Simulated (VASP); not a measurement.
# HfC (P6_3/mmc) in VASP: a series of runs, part 2 of 2

VASP 6.6.1. The steps go on from the part before.

## (6) Single point, LDA

This run uses another cell than the first one, of 14.10 Å³/atom, 1.167 times its volume.

Input file INCAR:

```
PREC     = Accurate       # precision mode
ENCUT    = 520            # plane-wave cutoff, eV
EDIFF    = 1E-6           # SCF threshold, eV
ISMEAR   = 0              # smearing method
SIGMA    = 0.1            # smearing width, eV
LREAL    = F              # projectors in reciprocal space
LASPH    = T              # aspherical terms in the spheres
NELM     = 60             # most SCF steps
ALGO     = Normal         # electronic algorithm
ISIF     = 2              # what is computed and relaxed
LWAVE    = F              # write WAVECAR
LCHARG   = F              # write CHGCAR
GGA      = CA             # functional
NBANDS   = 22             # bands
```

Input file KPOINTS:

```
regular mesh
0
Gamma
  8 8 5
```

Input file POSCAR:

```
HfC
1.0
    3.4715623977      0.0000000000      0.0000000000
   -1.7357811988      3.0064613545      0.0000000000
    0.0000000000      0.0000000000      5.4030123517
Hf C
2 2
Direct
    0.6666666667      0.3333333333      0.7500000000
    0.3333333333      0.6666666667      0.2500000000
    0.0000000000      0.0000000000      0.0000000000
    0.0000000000      0.0000000000      0.5000000000
```

Potentials or basis: VASP PAW LDA potentials, release 64 (Hf_pv, C).

On the command line:

```
$ cat potpaw_LDA.64/Hf_pv/POTCAR potpaw_LDA.64/C/POTCAR > POTCAR
$ mpirun -np 1 vasp_std > vasp.out
```

OUTCAR:

```text
PREC = Accurate
   ENCUT = 520
   EDIFF = 1E-6
   ISMEAR = 0
   LREAL = F
   LASPH = T
   NELM = 60
   ISIF = 2
   GGA = CA

 ion  position               nearest neighbor table
   1  0.667  0.333  0.750-   3 2.42   4 2.42   3 2.42   4 2.42   3 2.42   4 2.42   2 3.36   2 3.36
                             2 3.36   2 3.36   2 3.36   2 3.36
   2  0.333  0.667  0.250-   3 2.42   4 2.42   3 2.42   4 2.42   3 2.42   4 2.42   1 3.36   1 3.36
                             1 3.36   1 3.36   1 3.36   1 3.36
   3  0.000  0.000  0.000-   1 2.42   2 2.42   1 2.42   2 2.42   1 2.42   2 2.42
   4  0.000  0.000  0.500-   1 2.42   2 2.42   1 2.42   2 2.42   1 2.42   2 2.42

  LATTYP: Found a hexagonal cell.
 ALAT       =     3.4715623977
 C/A-ratio  =     1.5563633122

  Lattice vectors:

 A1 = (   3.4715623977,   0.0000000000,   0.0000000000)
 A2 = (  -1.7357811988,   3.0064613545,   0.0000000000)
 A3 = (   0.0000000000,   0.0000000000,   5.4030123517)

Analysis of symmetry for initial positions (statically):
=====================================================================
 Subroutine PRICEL returns:
 Original cell was already a primitive cell.

[... 171 lines left out ...]
  ---------------------------------------------------
  free energy    TOTEN  =       -44.07338209 eV

  energy without entropy =      -44.06694414  energy(sigma->0) =      -44.07016312

 E-fermi :   5.3556     XC(G=0): -11.9392

 val. band max:        5.3348857196   @ k =   0.0000   0.0000   0.2000
 cond. band min:       5.5759192545   @ k =   0.3750   0.2500   0.0000
 fundamental gap:      0.2410335350
 Fermi energy:         5.3555918305

 k-point     1 :       0.0000    0.0000    0.0000
  band No.  band energies     occupation
      1     -25.2976      2.00000
      2     -24.9270      2.00000
      3     -24.9270      2.00000
      4     -24.8633      2.00000
      5     -24.8633      2.00000
      6     -24.8053      2.00000
[... 589 lines left out ...]
     21      11.4602      0.00000
     22      11.7117      0.00000

 [... further k-points ...]
[... 5 lines left out ...]
  --------------------------------------------------------------------------------------
  -------------------------------------------------------------------------------------
  Total      -11.5078333    -11.5078343     -9.8909975     -0.0000000      0.0000000      0.0000000
  in kB     -326.9546982   -326.9547258   -281.0179831     -0.0000000      0.0000000      0.0000000
  external PRESSURE =    -311.6424691 kB  Pullay stress =       0.0000000 kB

 VOLUME and BASIS-vectors are now :
 -----------------------------------------------------------------------------
  energy-cutoff  :      520.00
  volume of cell :       56.39
      direct lattice vectors                 reciprocal lattice vectors
     3.471562398  0.000000000  0.000000000     0.288054739  0.166308474  0.000000000
    -1.735781199  3.006461354  0.000000000     0.000000000  0.332616948  0.000000000
     0.000000000  0.000000000  5.403012352     0.000000000  0.000000000  0.185081939

 POSITION                                       TOTAL-FORCE (eV/Angst)
 -----------------------------------------------------------------------------------
      1.73578      1.00215      4.05226         0.000000      0.000000      0.000000
     -0.00000      2.00431      1.35075        -0.000000     -0.000000      0.000000
      0.00000      0.00000      0.00000        -0.000000      0.000000      0.000000
      0.00000      0.00000      2.70151        -0.000000      0.000000      0.000000
 -----------------------------------------------------------------------------------
    total drift:                               -0.000000      0.000000     -0.000000

  FREE ENERGIE OF THE ION-ELECTRON SYSTEM (eV)
  ---------------------------------------------------
  free  energy   TOTEN  =       -44.0733820930 eV

  energy  without entropy=      -44.0669441408  energy(sigma->0) =      -44.07016312
```

Run time: 66 s. Hardware: 1 thread of Intel Xeon 6975P-C, shared host; peak memory 0.17 GiB.

What came out:

```yaml
Free_energy: -44.0734 eV
Pressure: -31.2 GPa
Band_gap_on_the_k_mesh: zero (band 14 reaches 6.33 eV, above the bottom of band 15 at 5.30 eV)
```

Levels at points of the mesh, in eV from the Fermi level:
| k point | band 12 | band 13 | band 14 | band 15 | band 16 | band 17 |
| --- | --- | --- | --- | --- | --- | --- |
| (0.00, 0.00, 0.00) | -0.99 | -0.99 | 0.98 | 1.36 | 1.36 | 1.75 |
| (0.50, 0.00, 0.00) | -3.00 | -1.51 | -1.05 | 1.32 | 3.83 | 4.16 |

Caveat: spin-orbit coupling is left out, which moves the levels of the heavy elements.

## (7) The runs side by side

```csv
cell,gap on the mesh (eV),pressure (GPa)
"a = 3.298, b = 3.298, c = 5.132 Å, angles 90.0, 90.0, 120.0°, 4 atoms",none,-2.9
"a = 3.343, b = 3.343, c = 5.203 Å, angles 90.0, 90.0, 120.0°, 4 atoms",none,-12.4
"a = 3.387, b = 3.387, c = 5.271 Å, angles 90.0, 90.0, 120.0°, 4 atoms",none,-20.0
"a = 3.430, b = 3.430, c = 5.338 Å, angles 90.0, 90.0, 120.0°, 4 atoms",none,-26.2
"a = 3.472, b = 3.472, c = 5.403 Å, angles 90.0, 90.0, 120.0°, 4 atoms",none,-31.2
```

Alike in all rows: task single point; level LDA; potentials or basis VASP PAW LDA potentials, release 64 (Hf_pv, C); no spin polarisation; k mesh 8 × 8 × 5; cutoff (eV) 520; smearing gaussian 0.1 eV.

Caveats: spin-orbit coupling is left out, which moves the levels of the heavy elements.

Absolute energies hang on the potentials; compare differences alone.
